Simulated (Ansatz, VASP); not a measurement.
**One calculation of S, two programs**

```
S
1.0
     0.00000    2.76936    2.76936
     2.76936    0.00000    2.76936
     2.76936    2.76936    0.00000
S
2
Direct
  0.87500 0.87500 0.87500
  0.12500 0.12500 0.12500
```

Alike in both runs: task single point; functional LDA; k mesh 13 × 13 × 13; occupations fermi-dirac, width 0.05 eV; no spin polarisation.

|  | VASP | Ansatz |
| --- | --- | --- |
| version | VASP 6.6.1 | Ansatz 0.2.0 |
| potentials or method | VASP PAW LDA potentials, release 64 (S) | PAW with other files of Ansatz's library (level accurate), scalar-relativistic |
| plane-wave cutoff (eV) | 520 | 580 |
| valence electrons in the cell | 12 | 12 |

|  | VASP | Ansatz | Ansatz less VASP |
| --- | --- | --- | --- |
| pressure (GPa) | 2.9 | 2.9 | -0.01 |

LDA's correlation is that of Perdew and Zunger in VASP and of Perdew and Wang (1992) in Ansatz.
